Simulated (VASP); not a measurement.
# Ni (Fm-3m) in VASP: single point with PBE

Aim: the single point of Ni with PBE.

Program: VASP 6.6.1. These are calculated values, not measurements. Logs are shortened: lines on timing, memory, paths and dates and some standing lists are left out, and cuts for length are marked.

### 1 The cell of the first run

It takes space group Fm-3m (No. 225, cubic). Conventional cell: a = 3.542 Å, b = 3.542 Å, c = 3.542 Å, α = 90.00°, β = 90.00°, γ = 90.00°. Within 3.3 Å of Ni (site symmetry m-3m) lie 12 Ni at 2.50 Å.

### 2 Single point, PBE, collinear spin, ferromagnetic start (11.11 Å³/atom)

Input file INCAR:

```
SYSTEM = Ni
PREC = Accurate
ENCUT = 520
EDIFF = 1E-6
ISMEAR = 0
SIGMA = 0.05
LREAL = .False.
LASPH = .True.
NELM = 150
ALGO = Normal
ISIF = 2
LWAVE = .False.
LCHARG = .False.
ISPIN = 2
MAGMOM = 0.76
LORBIT = 11
LMAXMIX = 4
GGA = PE
NBANDS = 15
```

Input file KPOINTS:

```
Automatic mesh
0
Gamma
  22 22 22
  0 0 0
```

Input file POSCAR:

```
Ni
1.0
    0.0000000000      1.7709610164      1.7709610164
    1.7709610164      0.0000000000      1.7709610164
    1.7709610164      1.7709610164      0.0000000000
Ni
1
Direct
    0.0000000000      0.0000000000      0.0000000000
```

Potentials or basis: VASP PAW PBE potentials, release 64 (Ni).

The run is started by

```
$ cat potpaw_PBE.64/Ni/POTCAR > POTCAR
$ mpirun -np 1 vasp_std > vasp.out
```

OUTCAR:

```text
SYSTEM = Ni
   PREC = Accurate
   ENCUT = 520
   EDIFF = 1E-6
   ISMEAR = 0
   LREAL = .False.
   LASPH = .True.
   NELM = 150
   ISIF = 2
   ISPIN = 2
   LORBIT = 11
   GGA = PE

 ion  position               nearest neighbor table
   1  0.000  0.000  0.000-

  LATTYP: Found a face centered cubic cell.
 ALAT       =     3.5419220328

  Lattice vectors:

 A1 = (   0.0000000000,   1.7709610164,   1.7709610164)
 A2 = (   1.7709610164,   0.0000000000,   1.7709610164)
 A3 = (   1.7709610164,   1.7709610164,   0.0000000000)

Analysis of symmetry for initial positions (statically):
=====================================================================
 Subroutine PRICEL returns:
 Original cell was already a primitive cell.

 Routine SETGRP: Setting up the symmetry group for a
 face centered cubic supercell.

 Subroutine GETGRP returns: Found 48 space group operations
 (whereof 48 operations were pure point group operations)
 out of a pool of 48 trial point group operations.

The static configuration has the point symmetry O_h .

Analysis of symmetry for dynamics (positions and initial velocities):
=====================================================================
 Subroutine PRICEL returns:
 Original cell was already a primitive cell.

 Routine SETGRP: Setting up the symmetry group for a
 face centered cubic supercell.

 Subroutine GETGRP returns: Found 48 space group operations
 (whereof 48 operations were pure point group operations)
 out of a pool of 48 trial point group operations.

The dynamic configuration has the point symmetry O_h .

Analysis of structural, dynamic, and magnetic symmetry:
=====================================================================
 Subroutine PRICEL returns:
 Original cell was already a primitive cell.

 Routine SETGRP: Setting up the symmetry group for a
 face centered cubic supercell.

 Subroutine GETGRP returns: Found 48 space group operations
 (whereof 48 operations were pure point group operations)
 out of a pool of 48 trial point group operations.

The overall configuration has the point symmetry O_h .

 Subroutine INISYM returns: Found 48 space group operations
 (whereof 48 operations are pure point group operations),
 and found     1 'primitive' translations

----------------------------------------------------------------------------------------

                                     Primitive cell

  volume of cell :      11.1085

  direct lattice vectors                    reciprocal lattice vectors
     0.000000000  1.770961016  1.770961016    -0.282332584  0.282332584  0.282332584
     1.770961016  0.000000000  1.770961016     0.282332584 -0.282332584  0.282332584
     1.770961016  1.770961016  0.000000000     0.282332584  0.282332584 -0.282332584

  length of vectors
     2.504517088  2.504517088  2.504517088     0.489014380  0.489014380  0.489014380

  position of ions in fractional coordinates (direct lattice)
     0.000000000  0.000000000  0.000000000

  ion indices of the primitive-cell ions
   primitive index   ion index
                 1           1

----------------------------------------------------------------------------------------

 KPOINTS: Automatic mesh

Automatic generation of k-mesh.
 Grid dimensions read from file:
 generate k-points for:   22   22   22

 Generating k-lattice:

  Cartesian coordinates                     Fractional coordinates (reciprocal lattice)
    -0.012833299  0.012833299  0.012833299     0.045454545  0.000000000  0.000000000
     0.012833299 -0.012833299  0.012833299     0.000000000  0.045454545  0.000000000
     0.012833299  0.012833299 -0.012833299     0.000000000  0.000000000  0.045454545

  Length of vectors
     0.022227926  0.022227926  0.022227926

  Shift w.r.t. Gamma in fractional coordinates (k-lattice)
     0.000000000  0.000000000  0.000000000

 Subroutine IBZKPT returns following result:
 ===========================================

 Found    328 irreducible k-points:

 Following reciprocal coordinates:
            Coordinates               Weight
  0.000000  0.000000  0.000000      1.000000
  0.045455  0.000000  0.000000      8.000000
  0.090909  0.000000  0.000000      8.000000
  0.136364  0.000000  0.000000      8.000000
  0.181818  0.000000  0.000000      8.000000
  0.227273  0.000000  0.000000      8.000000
[... 16 lines left out ...]
  0.500000  0.045455  0.000000     24.000000
 -0.454545  0.045455  0.000000     24.000000
 [... further k-points ...]
   k-points           NKPTS =    328   k-points in BZ     NKDIM =    328   number of bands    NBANDS=     15
   number of dos      NEDOS =    301   number of ions     NIONS =      1
   total plane-waves  NPLWV =   8000
   dimension x,y,z NGX =    20 NGY =   20 NGZ =   20
   dimension x,y,z NGXF=    40 NGYF=   40 NGZF=   40
   ions per type =               1
   NGX,Y,Z   is equivalent  to a cutoff of  13.28, 13.28, 13.28 a.u.
   NGXF,Y,Z  is equivalent  to a cutoff of  26.55, 26.55, 26.55 a.u.
 SYSTEM =  Ni
   PREC   = accura    normal or accurate (medium, high low for compatibility)
   ISTART =      0    job   : 0-new  1-cont  2-samecut
   ICHARG =      2    charge: 1-file 2-atom 10-const
   ISPIN  =      2    spin polarized calculation?
   LNONCOLLINEAR =      F non collinear calculations
   LSORBIT =      F    spin-orbit coupling
   LASPH  =      T    aspherical Exc in radial PAW
   ENCUT  =  520.0 eV  38.22 Ry    6.18 a.u.   4.66  4.66  4.66*2*pi/ulx,y,z
   NELM   =    150;   NELMIN=  2; NELMDL= -5     # of ELM steps
   EDIFF  = 0.1E-05   stopping-criterion for ELM
   LREAL  =      F    real-space projection
   EDIFFG = 0.1E-04   stopping-criterion for IOM
   NSW    =      0    number of steps for IOM
   IBRION =     -1    ionic relax: 0-MD 1-quasi-New 2-CG
   NFREE  =      0    steps in history (QN), initial steepest desc. (CG)
   ISIF   =      2    stress and relaxation
   ISYM   =      2    0-nonsym 1-usesym 2-fastsym
   POTIM  = 0.5000    time-step for ionic-motion
   TEBEG  =    0.0;   TEEND  =   0.0 temperature during run
   PSTRESS=    0.0 pullay stress
   NELECT =      10.0000    total number of electrons
   NUPDOWN=      -1.0000    fix difference up-down
   EMIN   =  10.00;   EMAX   =-10.00  energy-range for DOS
   EFERMI =   0.00;   METHOD = LEGACY
   ISMEAR =     0;   SIGMA  =   0.05  broadening in eV -4-tet -1-fermi 0-gaus
   EFERMI_NEDOS =   21; number of points for ismear=-14 and -15
   IALGO  =     38    algorithm
   IMIX   =      4    mixing-type and parameters
     AMIX     =   0.40;   BMIX     =  1.00
     AMIX_MAG =   1.60;   BMIX_MAG =  1.00
  volume/ion in A,a.u.               =      11.11        74.96
  Fermi-wavevector in a.u.,A,eV,Ry     =   1.580723  2.987134 33.996685  2.498686
  Thomas-Fermi vector in A             =   2.680907
   LORBIT       =     11    0 simple, 1 ext, 2 COOP (PROOUT), +10 PAW based schemes
   GGA     = PE    functional components
   LHFCALC =     F    Hartree Fock is set to
   AEXX    =    0.0000 exact exchange contribution
   IVDW    =     0    specifies the selected vdW correction
   LEPSILON=     F    determine dielectric tensor
   LRPA    =     F    only Hartree local field effects (RPA)
 spin polarized calculation
 Gauss-broadening in eV      SIGMA  =   0.05
  energy-cutoff  :      520.00
  volume of cell :       11.11
 maximum number of plane-waves:       310
   NGX =  9   NGY =  9   NGZ =  9

 number of electron      10.0000009 magnetization       0.6461029

 Free energy of the ion-electron system (eV)
  ---------------------------------------------------
  ext. energy  EPLUGINS =         0.00000000
  ---------------------------------------------------
  free energy    TOTEN  =        -5.46913746 eV

  energy without entropy =       -5.46725226  energy(sigma->0) =       -5.46819486

 E-fermi :   9.0977     XC(G=0): -13.1336

 val. band max:        9.0939090781   @ k =   0.4545   0.0909   0.0455
 cond. band min:       9.0979714627   @ k =  -0.4545   0.5000   0.0455
 fundamental gap:      0.0040623846
 Fermi energy:         9.0976661511

 spin component 1

 k-point     1 :       0.0000    0.0000    0.0000
  band No.  band energies     occupation
      1       0.2186      1.00000
      2       6.6859      1.00000
      3       6.6859      1.00000
      4       6.6859      1.00000
      5       7.8365      1.00000
      6       7.8365      1.00000
      7      32.6327      0.00000
      8      36.3301      0.00000
      9      36.3301      0.00000
     10      36.3301      0.00000
     11      39.1994      0.00000
     12      39.1994      0.00000
     13      39.1994      0.00000
     14      42.2171      0.00000
     15      48.2775      0.00000
[... 397 lines left out ...]
 k-point    24 :      -0.4545    0.0455    0.0000
  band No.  band energies     occupation
      1       4.3834      1.00000
      2       6.6888      1.00000
      3       6.7446      1.00000
      4       7.9918      1.00000
      5       8.4252      1.00000
      6       9.2138      0.00051
      7      14.8513      0.00000
      8      30.6479      0.00000
      9      32.5630      0.00000
     10      33.1470      0.00000
     11      36.7209      0.00000
     12      37.4221      0.00000
     13      42.7934      0.00000
     14      53.7134      0.00000
     15      53.9913      0.00000

 [... further k-points ...]

 spin component 2

 k-point     1 :       0.0000    0.0000    0.0000
  band No.  band energies     occupation
      1       0.1826      1.00000
      2       7.4654      1.00000
      3       7.4654      1.00000
      4       7.4654      1.00000
      5       8.4344      1.00000
      6       8.4344      1.00000
      7      32.4638      0.00000
      8      36.3128      0.00000
      9      36.3128      0.00000
     10      36.3128      0.00000
     11      39.3025      0.00000
     12      39.3025      0.00000
     13      39.3025      0.00000
     14      42.0919      0.00000
     15      48.4745      0.00000
[... 397 lines left out ...]
 k-point    24 :      -0.4545    0.0455    0.0000
  band No.  band energies     occupation
      1       4.8232      1.00000
      2       7.3115      1.00000
      3       7.3789      1.00000
      4       8.3339      1.00000
      5       9.2021      0.00157
      6       9.6283      0.00000
      7      15.2608      0.00000
      8      30.5483      0.00000
      9      32.6189      0.00000
     10      33.2320      0.00000
     11      36.7656      0.00000
     12      37.4496      0.00000
     13      42.9128      0.00000
     14      53.7809      0.00000
     15      54.4631      0.00000

 [... further k-points ...]

------------------------ aborting loop because EDIFF is reached ----------------------------------------

  FORCE on cell =-STRESS in cart. coord.  units (eV):
  Direction    XX          YY          ZZ          XY          YZ          ZX
  --------------------------------------------------------------------------------------
  -------------------------------------------------------------------------------------
  Total       -0.2598816     -0.2598816     -0.2598816      0.0000000     -0.0000000     -0.0000000
  in kB      -37.4825495    -37.4825495    -37.4825495      0.0000000     -0.0000000     -0.0000000
  external PRESSURE =     -37.4825495 kB  Pullay stress =       0.0000000 kB

 VOLUME and BASIS-vectors are now :
 -----------------------------------------------------------------------------
  energy-cutoff  :      520.00
  volume of cell :       11.11
      direct lattice vectors                 reciprocal lattice vectors
     0.000000000  1.770961016  1.770961016    -0.282332584  0.282332584  0.282332584
     1.770961016  0.000000000  1.770961016     0.282332584 -0.282332584  0.282332584
     1.770961016  1.770961016  0.000000000     0.282332584  0.282332584 -0.282332584

 POSITION                                       TOTAL-FORCE (eV/Angst)
 -----------------------------------------------------------------------------------
      0.00000      0.00000      0.00000         0.000000     -0.000000      0.000000
 -----------------------------------------------------------------------------------
    total drift:                                0.000000     -0.000000      0.000000

  FREE ENERGIE OF THE ION-ELECTRON SYSTEM (eV)
  ---------------------------------------------------
  free  energy   TOTEN  =        -5.4691374615 eV

  energy  without entropy=       -5.4672522627  energy(sigma->0) =       -5.46819486

 total charge

# of ion       s       p       d       tot
------------------------------------------
    1        0.489   0.480   8.304   9.273

 magnetization (x)

# of ion       s       p       d       tot
------------------------------------------
    1       -0.006  -0.025   0.692   0.661
```

Wall time 45 s (1 thread of Intel Xeon 6975P-C (Granite Rapids), shared host); peak memory 0.19 GiB.

What came out:

```yaml
Free_energy: -5.4691 eV
Pressure: -3.7 GPa
Net_moment: 0.65 μB per cell
Site_moments: Ni +0.66 μB
Valence_electrons_inside_the_program's_atomic_spheres: Ni 9.27
```

Caveat: the cell stands under tension.
